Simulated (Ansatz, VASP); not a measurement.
## SiF2: VASP beside Ansatz

```xyz
3
Lattice="0.0000 2.7201 2.7201 2.7201 0.0000 2.7201 2.7201 2.7201 0.0000" Properties=species:S:1:pos:R:3 pbc="T T T"
Si    0.0000    0.0000    0.0000
F     1.3600    1.3600    1.3600
F     4.0801    4.0801    4.0801
```

Alike in both runs: functional PBE; k mesh 8 × 8 × 8; occupations gaussian, width 0.02 eV; no spin polarisation.

Ansatz relaxed the structure, and its values are those at the end. VASP's run is a single point on that final structure, the one shown.

|  | VASP | Ansatz |
| --- | --- | --- |
| version | VASP 6.6.1 | Ansatz 0.2.0 |
| potentials or method | VASP PAW PBE potentials, release 64 (Si, F), cutoff 520 eV | scalar-relativistic, plane waves, PAW |
| valence electrons in the cell | 18 | 18 |

|  | VASP | Ansatz | Ansatz less VASP |
| --- | --- | --- | --- |
| gap on the k mesh at the Fermi level (eV) | 2.99 | 3.00 | +0.009 |
| least direct gap on the mesh (eV) | 3.30 | 3.31 | +0.008 |
| pressure (GPa) | -0.3 | 0.0 | +0.28 |

With one functional, cell and mesh, what is left measures potentials, basis and numerics.
